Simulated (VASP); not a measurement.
Wanted: the native input for a VASP 6.6.1 run.

- Task: single point
- Functional: PBE
- Dispersion: D3(BJ)
- Potentials or basis: VASP PAW PBE potentials, release 64 (Sn_d)
- Cutoff: 520 eV
- k mesh: 9 × 9 × 6
- Occupations: fermi-dirac, width 0.15 eV
- Spin: no spin polarisation
- Dipole correction: no
- Further INCAR settings: ALGO = Normal; EDIFF = 1e-06; NBANDS = 21; ISYM = 0

The structure of Sn lies in POSCAR:

```
Sn
1.0
   -2.9315489667      2.9323498397      1.5948075296
    2.9323498397     -2.9315489667      1.5948075296
    2.9172123657      2.9172123657     -1.5933404295
Sn
2
Direct
   -0.0002263978      0.0002263978      0.0000000000
    0.7502263978      0.2497736022      0.5000000000
```

The input as run:

INCAR

```
SYSTEM = Sn
ALGO     = Normal         ! electronic algorithm
EDIFF    = 1E-6           ! SCF threshold, eV
ENCUT    = 520            ! plane-wave cutoff, eV
GGA      = PE             ! functional
ISIF     = 2              ! what is computed and relaxed
ISMEAR   = -1             ! smearing method
ISYM     = 0            
IVDW     = 12             ! dispersion correction
LASPH    = .True.         ! aspherical terms in the spheres
LCHARG   = .True.         ! write CHGCAR
LELF     = .True.         ! ELF
LREAL    = .False.        ! projectors in reciprocal space
LVHAR    = .True.       
LWAVE    = .False.        ! write WAVECAR
NBANDS   = 21             ! bands
NELM     = 100            ! most SCF steps
PREC     = Accurate       ! precision mode
SIGMA    = 0.15           ! smearing width, eV
```

KPOINTS

```
k-points
0
Gamma
  9 9 6
  0 0 0
```

Potentials or basis: VASP PAW PBE potentials, release 64 (Sn_d).

Command:

```console
$ cat potpaw_PBE.64/Sn_d/POTCAR > POTCAR
$ mpirun -np 1 vasp_std > vasp.out
```

Results of the run:

```yaml
Pressure: -0.1 GPa
Band_gap_on_the_k_mesh: zero (bands 14 and 15 overlap by 4.37 eV)
Dispersion_energy_per_atom: -0.388 eV
```

Caveat: spin-orbit coupling is left out, which moves the levels of the heavy elements.

It took 89 s on 1 thread of Intel(R) Xeon(R) 6975P-C (Granite Rapids) (shared host), peak memory 0.37 GiB.
